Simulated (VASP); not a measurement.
# MnSb (P6_3/mmc) in VASP: further runs

The runs below take MnSb through single point, with LDA, PBE.

Everything below comes from runs of VASP 6.6.1. Logs are shortened: lines on timing, memory, paths and dates and some standing lists are left out, and cuts for length are marked.

## Step 1: The cell of the first run

The structure is hexagonal, space group P6_3/mmc (No. 194). Conventional cell: a = 4.205 Å, b = 4.205 Å, c = 5.856 Å, α = 90.00°, β = 90.00°, γ = 120.00°. Sb (site symmetry -6m2) has 6 Mn at 2.83 Å and 6 Sb at 3.80 Å within 3.9 Å. Within 3.7 Å of Mn (site symmetry -3m) lie 6 Sb at 2.83 Å and 2 Mn at 2.93 Å.

## Step 2: Single point, LDA, collinear spin, ferromagnetic start

Contents of INCAR:

```
PREC = Accurate
ENCUT = 520
EDIFF = 1E-6
ISMEAR = -1
SIGMA = 0.05
LREAL = F
LASPH = T
NELM = 150
ALGO = Normal
ISIF = 2
LWAVE = F
LCHARG = F
ISPIN = 2
MAGMOM = 0 0 4 4
LORBIT = 11
LMAXMIX = 4
GGA = CA
NBANDS = 30
```

Contents of KPOINTS:

```
Automatic mesh
0
Gamma
  7 7 5
```

Contents of POSCAR:

```
MnSb
1.0
    4.2046115259      0.0000000000      0.0000000000
   -2.1023057629      3.6413003944      0.0000000000
    0.0000000000      0.0000000000      5.8560613541
Sb Mn
2 2
Direct
    0.6666666667      0.3333333333      0.7500000000
    0.3333333333      0.6666666667      0.2500000000
    0.0000000000      0.0000000000      0.5000000000
    0.0000000000      0.0000000000      0.0000000000
```

Potentials or basis: VASP PAW LDA potentials, release 64 (Sb, Mn_pv).

The run is started by

```console
$ cat potpaw_LDA.64/Sb/POTCAR potpaw_LDA.64/Mn_pv/POTCAR > POTCAR
$ mpirun -np 1 vasp_std > vasp.out
```

OUTCAR:

```text
PREC = Accurate
   ENCUT = 520
   EDIFF = 1E-6
   ISMEAR = -1
   LREAL = F
   LASPH = T
   NELM = 150
   ISIF = 2
   ISPIN = 2
   LORBIT = 11
   GGA = CA

 ion  position               nearest neighbor table
   1  0.667  0.333  0.750-   3 2.83   4 2.83   3 2.83   4 2.83   3 2.83   4 2.83
   2  0.333  0.667  0.250-   3 2.83   4 2.83   3 2.83   4 2.83   3 2.83   4 2.83
   3  0.000  0.000  0.500-   1 2.83   2 2.83   2 2.83   1 2.83   1 2.83   2 2.83   4 2.93   4 2.93

   4  0.000  0.000  0.000-   1 2.83   2 2.83   2 2.83   1 2.83   1 2.83   2 2.83   3 2.93   3 2.93

  LATTYP: Found a hexagonal cell.
 ALAT       =     4.2046115259
 C/A-ratio  =     1.3927710843

  Lattice vectors:

 A1 = (   4.2046115259,   0.0000000000,   0.0000000000)
 A2 = (  -2.1023057629,   3.6413003944,   0.0000000000)
 A3 = (   0.0000000000,   0.0000000000,   5.8560613541)

Analysis of symmetry for initial positions (statically):
=====================================================================
 Subroutine PRICEL returns:
 Original cell was already a primitive cell.

 Routine SETGRP: Setting up the symmetry group for a
 hexagonal supercell.

 Subroutine GETGRP returns: Found 24 space group operations
 (whereof 12 operations were pure point group operations)
 out of a pool of 24 trial point group operations.

The static configuration has the point symmetry D_3d.
 The point group associated with its full space group is D_6h.

Analysis of symmetry for dynamics (positions and initial velocities):
=====================================================================
 Subroutine PRICEL returns:
 Original cell was already a primitive cell.

 Routine SETGRP: Setting up the symmetry group for a
 hexagonal supercell.

 Subroutine GETGRP returns: Found 24 space group operations
 (whereof 12 operations were pure point group operations)
 out of a pool of 24 trial point group operations.

The dynamic configuration has the point symmetry D_3d.
 The point group associated with its full space group is D_6h.

Analysis of structural, dynamic, and magnetic symmetry:
=====================================================================
 Subroutine PRICEL returns:
 Original cell was already a primitive cell.

 Routine SETGRP: Setting up the symmetry group for a
 hexagonal supercell.

 Subroutine GETGRP returns: Found 24 space group operations
 (whereof 12 operations were pure point group operations)
 out of a pool of 24 trial point group operations.

The overall configuration has the point symmetry D_3d.
 The point group associated with its full space group is D_6h.

 Subroutine INISYM returns: Found 24 space group operations
 (whereof 12 operations are pure point group operations),
 and found     1 'primitive' translations

----------------------------------------------------------------------------------------

                                     Primitive cell

  volume of cell :      89.6578

  direct lattice vectors                    reciprocal lattice vectors
     4.204611526  0.000000000  0.000000000     0.237834100  0.137313582  0.000000000
    -2.102305763  3.641300394  0.000000000     0.000000000  0.274627164  0.000000000
     0.000000000  0.000000000  5.856061354     0.000000000  0.000000000  0.170763238

  length of vectors
     4.204611526  4.204611526  5.856061354     0.274627164  0.274627164  0.170763238

  position of ions in fractional coordinates (direct lattice)
     0.666666667  0.333333333  0.750000000
     0.333333333  0.666666667  0.250000000
     0.000000000  0.000000000  0.500000000
     0.000000000  0.000000000  0.000000000

  ion indices of the primitive-cell ions
   primitive index   ion index
                 1           1
                 2           2
                 3           3
                 4           4

----------------------------------------------------------------------------------------

 KPOINTS: Automatic mesh

Automatic generation of k-mesh.
 Grid dimensions read from file:
 generate k-points for:    7    7    5

 Generating k-lattice:

  Cartesian coordinates                     Fractional coordinates (reciprocal lattice)
     0.033976300  0.019616226  0.000000000     0.142857143 -0.000000000  0.000000000
     0.000000000  0.039232452  0.000000000     0.000000000  0.142857143  0.000000000
     0.000000000  0.000000000  0.034152648     0.000000000  0.000000000  0.200000000

  Length of vectors
     0.039232452  0.039232452  0.034152648

  Shift w.r.t. Gamma in fractional coordinates (k-lattice)
     0.000000000  0.000000000  0.000000000

 Subroutine IBZKPT returns following result:
 ===========================================

 Found     24 irreducible k-points:

 Following reciprocal coordinates:
            Coordinates               Weight
  0.000000  0.000000  0.000000      1.000000
  0.142857  0.000000  0.000000      6.000000
  0.285714  0.000000  0.000000      6.000000
  0.428571  0.000000  0.000000      6.000000
  0.142857  0.142857  0.000000      6.000000
  0.285714  0.142857  0.000000     12.000000
[... 16 lines left out ...]
  0.428571  0.142857  0.400000     12.000000
  0.285714  0.285714  0.400000     12.000000
   k-points           NKPTS =     24   k-points in BZ     NKDIM =     24   number of bands    NBANDS=     30
   number of dos      NEDOS =    301   number of ions     NIONS =      4
   total plane-waves  NPLWV =  49152
   dimension x,y,z NGX =    32 NGY =   32 NGZ =   48
   dimension x,y,z NGXF=    64 NGYF=   64 NGZF=   96
   ions per type =               2   2
   NGX,Y,Z   is equivalent  to a cutoff of  12.65, 12.65, 13.63 a.u.
   NGXF,Y,Z  is equivalent  to a cutoff of  25.30, 25.30, 27.25 a.u.
 SYSTEM =  unknown system
   PREC   = accura    normal or accurate (medium, high low for compatibility)
   ISTART =      0    job   : 0-new  1-cont  2-samecut
   ICHARG =      2    charge: 1-file 2-atom 10-const
   ISPIN  =      2    spin polarized calculation?
   LNONCOLLINEAR =      F non collinear calculations
   LSORBIT =      F    spin-orbit coupling
   LASPH  =      T    aspherical Exc in radial PAW
   ENCUT  =  520.0 eV  38.22 Ry    6.18 a.u.   7.82  7.82 10.89*2*pi/ulx,y,z
   NELM   =    150;   NELMIN=  2; NELMDL= -5     # of ELM steps
   EDIFF  = 0.1E-05   stopping-criterion for ELM
   LREAL  =      F    real-space projection
   EDIFFG = 0.1E-04   stopping-criterion for IOM
   NSW    =      0    number of steps for IOM
   IBRION =     -1    ionic relax: 0-MD 1-quasi-New 2-CG
   NFREE  =      0    steps in history (QN), initial steepest desc. (CG)
   ISIF   =      2    stress and relaxation
   ISYM   =      2    0-nonsym 1-usesym 2-fastsym
   POTIM  = 0.5000    time-step for ionic-motion
   TEBEG  =    0.0;   TEEND  =   0.0 temperature during run
   PSTRESS=    0.0 pullay stress
   NELECT =      36.0000    total number of electrons
   NUPDOWN=      -1.0000    fix difference up-down
   EMIN   =  10.00;   EMAX   =-10.00  energy-range for DOS
   EFERMI =   0.00;   METHOD = LEGACY
   ISMEAR =    -1;   SIGMA  =   0.05  broadening in eV -4-tet -1-fermi 0-gaus
   EFERMI_NEDOS =   21; number of points for ismear=-14 and -15
   IALGO  =     38    algorithm
   IMIX   =      4    mixing-type and parameters
     AMIX     =   0.40;   BMIX     =  1.00
     AMIX_MAG =   1.60;   BMIX_MAG =  1.00
  volume/ion in A,a.u.               =      22.41       151.26
  Fermi-wavevector in a.u.,A,eV,Ry     =   1.207757  2.282330 19.846514  1.458678
  Thomas-Fermi vector in A             =   2.343385
   LORBIT       =     11    0 simple, 1 ext, 2 COOP (PROOUT), +10 PAW based schemes
   GGA     = CA    functional components
   LHFCALC =     F    Hartree Fock is set to
   AEXX    =    0.0000 exact exchange contribution
   IVDW    =     0    specifies the selected vdW correction
   LEPSILON=     F    determine dielectric tensor
   LRPA    =     F    only Hartree local field effects (RPA)
 spin polarized calculation
  energy-cutoff  :      520.00
  volume of cell :       89.66
 maximum number of plane-waves:      2439
 NGX is ok and might be reduce to    32
   NGX = 15   NGY = 15   NGZ = 21

 number of electron      35.9999968 magnetization       6.6067157

 Free energy of the ion-electron system (eV)
  ---------------------------------------------------
  ext. energy  EPLUGINS =         0.00000000
  ---------------------------------------------------
  free energy    TOTEN  =       -28.49395558 eV

  energy without entropy =      -28.47225140  energy(sigma->0) =      -28.48310349

 E-fermi :   6.9602     XC(G=0): -10.6621

 val. band max:        6.9470968827   @ k =   0.0000   0.0000   0.2000
 cond. band min:       6.9715678905   @ k =   0.2857   0.1429   0.2000
 fundamental gap:      0.0244710078
 Fermi energy:         6.9601673551

 spin component 1

 k-point     1 :       0.0000    0.0000    0.0000
  band No.  band energies     occupation
      1     -42.3028      1.00000
      2     -42.3028      1.00000
      3     -42.2962      1.00000
      4     -42.2962      1.00000
      5     -42.1012      1.00000
      6     -42.0298      1.00000
[... 781 lines left out ...]
     29      14.3046      0.00000
     30      14.5967      0.00000
 Fermi energy:         6.9601673551

 spin component 2

 k-point     1 :       0.0000    0.0000    0.0000
  band No.  band energies     occupation
      1     -39.0539      1.00000
      2     -39.0539      1.00000
      3     -39.0458      1.00000
      4     -39.0458      1.00000
      5     -38.9774      1.00000
      6     -38.8938      1.00000
[... 781 lines left out ...]
     29      14.7174      0.00000
     30      15.0477      0.00000

------------------------ aborting loop because EDIFF is reached ----------------------------------------

  FORCE on cell =-STRESS in cart. coord.  units (eV):
  Direction    XX          YY          ZZ          XY          YZ          ZX
  --------------------------------------------------------------------------------------
  -------------------------------------------------------------------------------------
  Total       -6.6974498     -6.6974498     -7.2901339     -0.0000000      0.0000000     -0.0000000
  in kB     -119.6828848   -119.6828848   -130.2741013     -0.0000000      0.0000000     -0.0000000
  external PRESSURE =    -123.2132903 kB  Pullay stress =       0.0000000 kB

 VOLUME and BASIS-vectors are now :
 -----------------------------------------------------------------------------
  energy-cutoff  :      520.00
  volume of cell :       89.66
      direct lattice vectors                 reciprocal lattice vectors
     4.204611526  0.000000000  0.000000000     0.237834100  0.137313582  0.000000000
    -2.102305763  3.641300394  0.000000000     0.000000000  0.274627164  0.000000000
     0.000000000  0.000000000  5.856061354     0.000000000  0.000000000  0.170763238

 POSITION                                       TOTAL-FORCE (eV/Angst)
 -----------------------------------------------------------------------------------
      2.10231      1.21377      4.39205         0.000000      0.000000      0.000000
     -0.00000      2.42753      1.46402        -0.000000     -0.000000      0.000000
      0.00000      0.00000      2.92803        -0.000000      0.000000      0.000000
      0.00000      0.00000      0.00000        -0.000000      0.000000      0.000000
 -----------------------------------------------------------------------------------
    total drift:                                0.000000     -0.000000      0.000000

  FREE ENERGIE OF THE ION-ELECTRON SYSTEM (eV)
  ---------------------------------------------------
  free  energy   TOTEN  =       -28.4939555782 eV

  energy  without entropy=      -28.4722514007  energy(sigma->0) =      -28.48310349

 total charge

# of ion       s       p       d       tot
------------------------------------------
    1        1.155   1.243   0.039   2.437
    2        1.155   1.243   0.039   2.437
    3        0.271   6.190   5.043  11.504
    4        0.271   6.190   5.043  11.504
--------------------------------------------------
tot          2.852  14.865  10.165  27.881

 magnetization (x)

# of ion       s       p       d       tot
------------------------------------------
    1        0.011  -0.124   0.006  -0.107
    2        0.011  -0.124   0.006  -0.107
    3        0.030   0.019   3.254   3.303
    4        0.030   0.019   3.254   3.303
--------------------------------------------------
tot          0.083  -0.210   6.519   6.393
```

Wall time 1.9 min (1 thread of Intel Xeon 8259CL, shared host); peak memory 0.25 GiB.

Results:

| Item | Value |
| --- | --- |
| Free energy | -28.4940 eV |
| Pressure | -12.3 GPa |
| Net moment | 6.61 μB per cell |
| Site moments | Sb -0.11; Mn +3.30 μB |
| Valence electrons inside the program's atomic spheres | Sb 2.44; Mn 11.50 |

Caveat: the cell stands under tension; spin-orbit coupling is left out, which moves the levels of the heavy elements; the run started ferromagnetic, and an antiferromagnetic order may lie lower in energy.

(Continued in part 2 of 2.)
